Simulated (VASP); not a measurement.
# RbCl (Fm-3m) in VASP: notebook

RbCl is run at these levels: LDA; tasks: single point, relaxation of cell and atoms.

Program: VASP 6.6.1. These are calculated values, not measurements. Logs are shortened: lines on timing, memory, paths and dates and some standing lists are left out, and cuts for length are marked.

### 1 The cell of the first run

Symmetry: Fm-3m, No. 225, cubic system. Conventional cell: a = 6.016 Å, b = 6.016 Å, c = 6.016 Å, α = 90.00°, β = 90.00°, γ = 90.00°. Within 4.0 Å of Rb (site symmetry m-3m) lie 6 Cl at 3.01 Å. Within 4.0 Å of Cl (site symmetry m-3m) lie 6 Rb at 3.01 Å.

### 2 Single point, LDA

INCAR reads:

```
SYSTEM = RbCl
PREC = Accurate
ENCUT = 500
EDIFF = 1E-6
ISMEAR = 0
SIGMA = 0.01
LREAL = .False.
LASPH = .True.
NELM = 120
ALGO = Normal
ISIF = 2
LWAVE = .False.
LCHARG = .True.
LELF = .True.
LVHAR = .True.
NBANDS = 15
GGA_COMPAT = .False.
```

KPOINTS reads:

```
Automatic mesh
0
Gamma
  8 8 8
  0 0 0
```

POSCAR reads:

```
RbCl
1.0
    0.0000000000      3.0079028723      3.0079028723
    3.0079028723      0.0000000000      3.0079028723
    3.0079028723      3.0079028723      0.0000000000
Rb Cl
1 1
Direct
    0.0000000000      0.0000000000      0.0000000000
    0.5000000000      0.5000000000      0.5000000000
```

Potentials or basis: VASP PAW LDA potentials, release 64 (Rb_sv, Cl).

Started as:

```console
cat potpaw_LDA.64/Rb_sv/POTCAR potpaw_LDA.64/Cl/POTCAR > POTCAR
mpirun -np 1 vasp_std > vasp.out
```

OUTCAR:

```text
SYSTEM = RbCl
   PREC = Accurate
   ENCUT = 500
   EDIFF = 1E-6
   ISMEAR = 0
   LREAL = .False.
   LASPH = .True.
   NELM = 120
   ISIF = 2

 ion  position               nearest neighbor table
   1  0.000  0.000  0.000-   2 3.01   2 3.01   2 3.01   2 3.01   2 3.01   2 3.01
   2  0.500  0.500  0.500-   1 3.01   1 3.01   1 3.01   1 3.01   1 3.01   1 3.01

  LATTYP: Found a face centered cubic cell.
 ALAT       =     6.0158057446

  Lattice vectors:

 A1 = (   0.0000000000,   3.0079028723,   3.0079028723)
 A2 = (   3.0079028723,   0.0000000000,   3.0079028723)
 A3 = (   3.0079028723,   3.0079028723,   0.0000000000)

Analysis of symmetry for initial positions (statically):
=====================================================================
 Subroutine PRICEL returns:
 Original cell was already a primitive cell.

 Routine SETGRP: Setting up the symmetry group for a
 face centered cubic supercell.

 Subroutine GETGRP returns: Found 48 space group operations
 (whereof 48 operations were pure point group operations)
 out of a pool of 48 trial point group operations.

The static configuration has the point symmetry O_h .

Analysis of symmetry for dynamics (positions and initial velocities):
=====================================================================
 Subroutine PRICEL returns:
 Original cell was already a primitive cell.

 Routine SETGRP: Setting up the symmetry group for a
 face centered cubic supercell.

 Subroutine GETGRP returns: Found 48 space group operations
 (whereof 48 operations were pure point group operations)
 out of a pool of 48 trial point group operations.

The dynamic configuration has the point symmetry O_h .

 Subroutine INISYM returns: Found 48 space group operations
 (whereof 48 operations are pure point group operations),
 and found     1 'primitive' translations

----------------------------------------------------------------------------------------

                                     Primitive cell

  volume of cell :      54.4279

  direct lattice vectors                    reciprocal lattice vectors
     0.000000000  3.007902872  3.007902872    -0.166228772  0.166228772  0.166228772
     3.007902872  0.000000000  3.007902872     0.166228772 -0.166228772  0.166228772
     3.007902872  3.007902872  0.000000000     0.166228772  0.166228772 -0.166228772

  length of vectors
     4.253817036  4.253817036  4.253817036     0.287916678  0.287916678  0.287916678

  position of ions in fractional coordinates (direct lattice)
     0.000000000  0.000000000  0.000000000
     0.500000000  0.500000000  0.500000000

  ion indices of the primitive-cell ions
   primitive index   ion index
                 1           1
                 2           2

----------------------------------------------------------------------------------------

 KPOINTS: Automatic mesh

Automatic generation of k-mesh.
 Grid dimensions read from file:
 generate k-points for:    8    8    8

 Generating k-lattice:

  Cartesian coordinates                     Fractional coordinates (reciprocal lattice)
    -0.020778596  0.020778596  0.020778596     0.125000000  0.000000000  0.000000000
     0.020778596 -0.020778596  0.020778596     0.000000000  0.125000000  0.000000000
     0.020778596  0.020778596 -0.020778596     0.000000000  0.000000000  0.125000000

  Length of vectors
     0.035989585  0.035989585  0.035989585

  Shift w.r.t. Gamma in fractional coordinates (k-lattice)
     0.000000000  0.000000000  0.000000000

 Subroutine IBZKPT returns following result:
 ===========================================

 Found     29 irreducible k-points:

 Following reciprocal coordinates:
            Coordinates               Weight
  0.000000  0.000000  0.000000      1.000000
  0.125000  0.000000  0.000000      8.000000
  0.250000  0.000000  0.000000      8.000000
  0.375000  0.000000  0.000000      8.000000
  0.500000  0.000000  0.000000      4.000000
  0.125000  0.125000  0.000000      6.000000
[... 16 lines left out ...]
  0.500000  0.250000  0.125000     48.000000
 -0.375000  0.250000  0.125000     24.000000
 [... further k-points ...]
   k-points           NKPTS =     29   k-points in BZ     NKDIM =     29   number of bands    NBANDS=     15
   number of dos      NEDOS =    301   number of ions     NIONS =      2
   total plane-waves  NPLWV =  32768
   dimension x,y,z NGX =    32 NGY =   32 NGZ =   32
   dimension x,y,z NGXF=    64 NGYF=   64 NGZF=   64
   ions per type =               1   1
   NGX,Y,Z   is equivalent  to a cutoff of  12.51, 12.51, 12.51 a.u.
   NGXF,Y,Z  is equivalent  to a cutoff of  25.01, 25.01, 25.01 a.u.
 SYSTEM =  RbCl
   PREC   = accura    normal or accurate (medium, high low for compatibility)
   ISTART =      0    job   : 0-new  1-cont  2-samecut
   ICHARG =      2    charge: 1-file 2-atom 10-const
   ISPIN  =      1    spin polarized calculation?
   LNONCOLLINEAR =      F non collinear calculations
   LSORBIT =      F    spin-orbit coupling
   LASPH  =      T    aspherical Exc in radial PAW
   ENCUT  =  500.0 eV  36.75 Ry    6.06 a.u.   7.76  7.76  7.76*2*pi/ulx,y,z
   NELM   =    120;   NELMIN=  2; NELMDL= -5     # of ELM steps
   EDIFF  = 0.1E-05   stopping-criterion for ELM
   LREAL  =      F    real-space projection
   EDIFFG = 0.1E-04   stopping-criterion for IOM
   NSW    =      0    number of steps for IOM
   IBRION =     -1    ionic relax: 0-MD 1-quasi-New 2-CG
   NFREE  =      0    steps in history (QN), initial steepest desc. (CG)
   ISIF   =      2    stress and relaxation
   ISYM   =      2    0-nonsym 1-usesym 2-fastsym
   POTIM  = 0.5000    time-step for ionic-motion
   TEBEG  =    0.0;   TEEND  =   0.0 temperature during run
   PSTRESS=    0.0 pullay stress
   NELECT =      16.0000    total number of electrons
   NUPDOWN=      -1.0000    fix difference up-down
   EMIN   =  10.00;   EMAX   =-10.00  energy-range for DOS
   EFERMI =   0.00;   METHOD = LEGACY
   ISMEAR =     0;   SIGMA  =   0.01  broadening in eV -4-tet -1-fermi 0-gaus
   EFERMI_NEDOS =   21; number of points for ismear=-14 and -15
   IALGO  =     38    algorithm
   IMIX   =      4    mixing-type and parameters
     AMIX     =   0.40;   BMIX     =  1.00
     AMIX_MAG =   1.60;   BMIX_MAG =  1.00
  volume/ion in A,a.u.               =      27.21       183.65
  Fermi-wavevector in a.u.,A,eV,Ry     =   1.088532  2.057026 16.121556  1.184901
  Thomas-Fermi vector in A             =   2.224715
   LORBIT       =      0    0 simple, 1 ext, 2 COOP (PROOUT), +10 PAW based schemes
   GGA     = CA    functional components
   LHFCALC =     F    Hartree Fock is set to
   AEXX    =    0.0000 exact exchange contribution
   IVDW    =     0    specifies the selected vdW correction
   LEPSILON=     F    determine dielectric tensor
   LRPA    =     F    only Hartree local field effects (RPA)
 non-spin polarized calculation
 Gauss-broadening in eV      SIGMA  =   0.01
  energy-cutoff  :      500.00
  volume of cell :       54.43
 maximum number of plane-waves:      1411
   NGX = 15   NGY = 15   NGZ = 15

 number of electron      15.9999998 magnetization

 Free energy of the ion-electron system (eV)
  ---------------------------------------------------
  ext. energy  EPLUGINS =         0.00000000
  ---------------------------------------------------
  free energy    TOTEN  =        -7.09664158 eV

  energy without entropy =       -7.09664158  energy(sigma->0) =       -7.09664158

 E-fermi :  -0.7254     XC(G=0):  -9.0418

 val. band max:       -0.8649449715   @ k =   0.0000   0.0000   0.0000
 cond. band min:       4.5668477934   @ k =   0.5000   0.5000   0.0000
 fundamental gap:      5.4317927649
 Fermi energy:        -0.7254324145

 k-point     1 :       0.0000    0.0000    0.0000
  band No.  band energies     occupation
      1     -24.1748      2.00000
      2     -13.0826      2.00000
      3      -8.2727      2.00000
      4      -8.2727      2.00000
      5      -8.2727      2.00000
      6      -0.8649      2.00000
      7      -0.8649      2.00000
      8      -0.8649      2.00000
      9       4.6448      0.00000
     10       6.8435      0.00000
     11       6.8435      0.00000
     12       6.8435      0.00000
     13       8.1089      0.00000
     14       8.1089      0.00000
     15      11.4072      0.00000

 k-point     2 :       0.1250    0.0000    0.0000
  band No.  band energies     occupation
      1     -24.1651      2.00000
      2     -13.1202      2.00000
      3      -8.2750      2.00000
      4      -8.2750      2.00000
      5      -8.2471      2.00000
      6      -1.1349      2.00000
      7      -0.9802      2.00000
      8      -0.9802      2.00000
      9       5.1394      0.00000
     10       6.7272      0.00000
     11       7.1027      0.00000
     12       7.1027      0.00000
     13       8.4775      0.00000
     14       8.4775      0.00000
     15      12.2259      0.00000

 k-point     3 :       0.2500    0.0000    0.0000
  band No.  band energies     occupation
      1     -24.1415      2.00000
      2     -13.2096      2.00000
      3      -8.2801      2.00000
      4      -8.2801      2.00000
      5      -8.1862      2.00000
      6      -1.6827      2.00000
      7      -1.2391      2.00000
      8      -1.2391      2.00000
      9       6.2386      0.00000
     10       6.7632      0.00000
     11       7.8550      0.00000
     12       7.8550      0.00000
     13       9.4698      0.00000
     14       9.4698      0.00000
     15      14.0752      0.00000
[... 343 lines left out ...]
 k-point    23 :       0.5000    0.2500    0.1250
  band No.  band energies     occupation
      1     -24.1063      2.00000
      2     -13.2242      2.00000
      3      -8.5474      2.00000
      4      -8.4116      2.00000
      5      -8.2106      2.00000
      6      -1.8939      2.00000
      7      -1.4426      2.00000
      8      -1.1055      2.00000
      9       6.3100      0.00000
     10       7.4499      0.00000
     11       9.4172      0.00000
     12       9.5553      0.00000
     13      10.5573      0.00000
     14      11.2766      0.00000
     15      12.4469      0.00000

 k-point    24 :      -0.3750    0.2500    0.1250
  band No.  band energies     occupation
      1     -24.0986      2.00000
      2     -13.2336      2.00000
      3      -8.5494      2.00000
      4      -8.4916      2.00000
      5      -8.1940      2.00000
      6      -1.9153      2.00000
      7      -1.3754      2.00000
      8      -1.2884      2.00000
      9       7.0117      0.00000
     10       7.1991      0.00000
     11       9.8147      0.00000
     12       9.9633      0.00000
     13      10.8132      0.00000
     14      11.9295      0.00000
     15      12.2601      0.00000

 [... further k-points ...]

------------------------ aborting loop because EDIFF is reached ----------------------------------------

  FORCE on cell =-STRESS in cart. coord.  units (eV):
  Direction    XX          YY          ZZ          XY          YZ          ZX
  --------------------------------------------------------------------------------------
  -------------------------------------------------------------------------------------
  Total        2.0758139      2.0758139      2.0758139      0.0000000      0.0000000      0.0000000
  in kB       61.1051170     61.1051170     61.1051170      0.0000000      0.0000000      0.0000000
  external PRESSURE =      61.1051170 kB  Pullay stress =       0.0000000 kB

 VOLUME and BASIS-vectors are now :
 -----------------------------------------------------------------------------
  energy-cutoff  :      500.00
  volume of cell :       54.43
      direct lattice vectors                 reciprocal lattice vectors
     0.000000000  3.007902872  3.007902872    -0.166228772  0.166228772  0.166228772
     3.007902872  0.000000000  3.007902872     0.166228772 -0.166228772  0.166228772
     3.007902872  3.007902872  0.000000000     0.166228772  0.166228772 -0.166228772

 POSITION                                       TOTAL-FORCE (eV/Angst)
 -----------------------------------------------------------------------------------
      0.00000      0.00000      0.00000        -0.000000      0.000000      0.000000
      3.00790      3.00790      3.00790         0.000000     -0.000000     -0.000000
 -----------------------------------------------------------------------------------
    total drift:                                0.000000     -0.000000     -0.000000

  FREE ENERGIE OF THE ION-ELECTRON SYSTEM (eV)
  ---------------------------------------------------
  free  energy   TOTEN  =        -7.0966415817 eV

  energy  without entropy=       -7.0966415817  energy(sigma->0) =       -7.09664158
```

Run time: 28 s. Hardware: 1 thread of Intel Xeon 8259CL, shared host; peak memory 0.16 GiB.

What came out:

| Item | Value |
| --- | --- |
| Free energy | -7.0966 eV |
| Pressure | 6.1 GPa |
| Band gap on the k mesh | 5.43 eV (least direct gap 5.46 eV) |

Levels at points of the mesh, in eV from the valence-band top:
```
           k point  band 6  band 7  band 8  band 9  band 10  band 11
(0.00, 0.00, 0.00)    0.00    0.00    0.00    5.51     7.71     7.71
(0.50, 0.00, 0.00)   -1.45   -0.70   -0.70    8.21     8.56    10.84
(0.50, 0.50, 0.00)   -0.17   -0.03   -0.03    5.43     9.04    10.42
```

Caveat: the cell stands under pressure. A k mesh can miss the band edges.

### 3 Relaxation of cell and atoms, LDA

This run uses another cell than the first one, of 32.42 Å³/atom.

INCAR reads:

```
SYSTEM = RbCl
ALGO     = Normal         ! electronic algorithm
EDIFF    = 1E-7           ! SCF threshold, eV
EDIFFG   = -0.001         ! ionic threshold
ENCUT    = 500            ! plane-wave cutoff, eV
GGA_COMPAT= .False.      
IBRION   = 2              ! ionic algorithm
ISIF     = 3              ! what is computed and relaxed
ISMEAR   = 0              ! smearing method
LASPH    = .True.         ! aspherical terms in the spheres
LCHARG   = .False.        ! write CHGCAR
LREAL    = .False.        ! projectors in reciprocal space
LWAVE    = .False.        ! write WAVECAR
NELM     = 120            ! most SCF steps
NELMIN   = 4            
NSW      = 80             ! ionic steps
PREC     = Accurate       ! precision mode
SIGMA    = 0.01           ! smearing width, eV
```

KPOINTS reads:

```
k-points
0
Gamma
  6 6 6
  0 0 0
```

POSCAR reads:

```
RbCl
1.0
    0.0000000000      3.1885406455      3.1885406455
    3.1885406455      0.0000000000      3.1885406455
    3.1885406455      3.1885406455      0.0000000000
Rb Cl
1 1
Direct
    0.0000000000      0.0000000000      0.0000000000
    0.5000000000      0.5000000000      0.5000000000
```

Potentials or basis: VASP PAW LDA potentials, release 64 (Rb_sv, Cl).

Started as:

```console
cat potpaw_LDA.64/Rb_sv/POTCAR potpaw_LDA.64/Cl/POTCAR > POTCAR
mpirun -np 1 vasp_std > vasp.out
```

Wall time 41 s (1 thread of Intel Xeon 8259CL, shared host); peak memory 0.18 GiB.

It converged, with:

| Item | Value |
| --- | --- |
| Free energy | -7.2674 eV |
| Relaxed volume | 32.48 Å³/atom |
| Relaxed cell | a = 4.512 Å, b = 4.512 Å, c = 4.512 Å, α = 60.00°, β = 60.00°, γ = 60.00° |
| Space group after relaxing (to 0.1 Å) | Fm-3m (No. 225) |
| Energy gained by relaxing | 0.0 meV/atom |
| Ionic steps | 3 |
| Pressure after relaxing | 0.0 GPa |
| Band gap on the k mesh | 4.85 eV |

Final structure:
```
Rb Cl
1.0
     0.00000    3.19058    3.19058
     3.19058    0.00000    3.19058
     3.19058    3.19058    0.00000
Rb Cl
1 1
Cartesian
  0.0000 0.0000 0.0000
  3.1906 3.1906 3.1906
```

Levels at points of the mesh, in eV from the valence-band top:
| k point | band 6 | band 7 | band 8 | band 9 | band 10 | band 11 |
| --- | --- | --- | --- | --- | --- | --- |
| (0.00, 0.00, 0.00) | 0.00 | 0.00 | 0.00 | 4.85 | 7.75 | 7.75 |
| (0.50, 0.00, 0.00) | -1.09 | -0.45 | -0.45 | 7.65 | 7.96 | 10.24 |
| (0.50, 0.50, 0.00) | -0.32 | -0.09 | -0.09 | 5.75 | 8.14 | 9.79 |

### 4 Relaxation of cell and atoms, LDA, target pressure 6 GPa, at which the enthalpy is minimised

This run uses another cell than the first one, of 32.42 Å³/atom.

INCAR reads:

```
ALGO     = Normal         # electronic algorithm
EDIFF    = 1E-7           # SCF threshold, eV
EDIFFG   = -0.001         # ionic threshold
ENCUT    = 500            # plane-wave cutoff, eV
GGA_COMPAT= False        
IBRION   = 2              # ionic algorithm
ISIF     = 3              # what is computed and relaxed
ISMEAR   = 0              # smearing method
LASPH    = True           # aspherical terms in the spheres
LCHARG   = False          # write CHGCAR
LREAL    = False          # projectors in reciprocal space
LWAVE    = False          # write WAVECAR
NELM     = 120            # most SCF steps
NELMIN   = 4            
NSW      = 80             # ionic steps
PREC     = Accurate       # precision mode
PSTRESS  = 60.0         
SIGMA    = 0.01           # smearing width, eV
```

KPOINTS reads:

```
k-points
0
Gamma
  6 6 6
```

POSCAR is that of step 3.

Started as:

```console
cat potpaw_LDA.64/Rb_sv/POTCAR potpaw_LDA.64/Cl/POTCAR > POTCAR
mpirun -np 1 vasp_std > vasp.out
```

It took 2.2 min on 1 thread of Intel Xeon 8259CL, shared host; peak memory 0.19 GiB.

The run converged. Its results:

- Free energy: -7.1046 eV
- Relaxed volume: 27.29 Å³/atom
- Relaxed cell: a = 4.258 Å, b = 4.258 Å, c = 4.258 Å, α = 60.00°, β = 60.00°, γ = 60.00°
- Space group after relaxing (to 0.1 Å): Fm-3m (No. 225)
- Energy change on relaxing (the run minimises the enthalpy): +81.4 meV/atom
- Ionic steps: 15
- Pressure after relaxing: 6.0 GPa
- Band gap on the k mesh: 5.44 eV (least direct gap 5.47 eV)

Step by step:
```tsv
step	energy change (eV)	largest force (eV/Å)	pressure (GPa)	volume (Å³)
1	0.0000	0.0000	0.04	64.83
2	0.1790	0.0000	6.39	54.17
3	0.1634	0.0000	6.02	54.57
4	0.1562	0.0000	5.84	54.77
5	0.1564	0.0000	5.84	54.76
6	0.1570	0.0000	5.85	54.75
7	0.1570	0.0000	5.86	54.75
8	0.1570	0.0000	5.86	54.75
9	0.1570	0.0000	5.86	54.74
10	0.1571	0.0000	5.86	54.74
11	0.1573	0.0000	5.86	54.74
12	0.1577	0.0000	5.87	54.73
13	0.1584	0.0000	5.89	54.71
14	0.1599	0.0000	5.93	54.67
15	0.1628	0.0000	6.00	54.59
```

Final structure:
```yaml
crystal:
  lattice:
    - [0.00000, 3.01084, 3.01084]
    - [3.01084, 0.00000, 3.01084]
    - [3.01084, 3.01084, 0.00000]
  atoms:
    - { symbol: Rb, position: [0.00000, 0.00000, 0.00000] }
    - { symbol: Cl, position: [0.50000, 0.50000, 0.50000] }
```

Levels at points of the mesh, in eV from the valence-band top:
```
           k point  band 6  band 7  band 8  band 9  band 10  band 11
(0.00, 0.00, 0.00)    0.00    0.00    0.00    5.50     7.71     7.71
(0.50, 0.00, 0.00)   -1.44   -0.70   -0.70    8.20     8.55    10.83
(0.50, 0.50, 0.00)   -0.18   -0.03   -0.03    5.44     9.03    10.42
```

Caveat: the cell is relaxed towards a set pressure, so the run minimises the enthalpy, not the energy; the volume moved by over 15 % at a fixed basis, so the end points are rough. A k mesh can miss the band edges.

[end of part 1 of 2]
